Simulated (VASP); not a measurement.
A run of VASP 6.6.1 is set up as follows.

File INCAR:

```
SYSTEM = CaS
  PREC = Accurate
  ENCUT = 500
  EDIFF = 1E-6
  ISMEAR = 0
  SIGMA = 0.01
  LREAL = .False.
  LASPH = .True.
  NELM = 120
  ALGO = Normal
  ISIF = 2
  LWAVE = .False.
  LCHARG = .True.
  GGA = PE
  LELF = .True.
  LVHAR = .True.
  NBANDS = 15
  GGA_COMPAT = .False.
```

File KPOINTS:

```
Automatic mesh
0
Gamma
  5 5 5
  0 0 0
```

File POSCAR:

```
CaS
1.0
    0.0000000000      2.8564513413      2.8564513413
    2.8564513413      0.0000000000      2.8564513413
    2.8564513413      2.8564513413      0.0000000000
Ca S
1 1
Direct
    0.0000000000      0.0000000000      0.0000000000
    0.5000000000      0.5000000000      0.5000000000
```

Potentials or basis: VASP PAW PBE potentials, release 64 (Ca_sv, S).

Command:

```sh
$ cat potpaw_PBE.64/Ca_sv/POTCAR potpaw_PBE.64/S/POTCAR > POTCAR
$ mpirun -np 1 vasp_std > vasp.out
```

(1) What does it give for the pressure?

(2) Estimate the band gap on the k mesh.

Results:

(1) 0.1 GPa.

(2) 2.50 eV, indirect (least direct gap 3.26 eV).
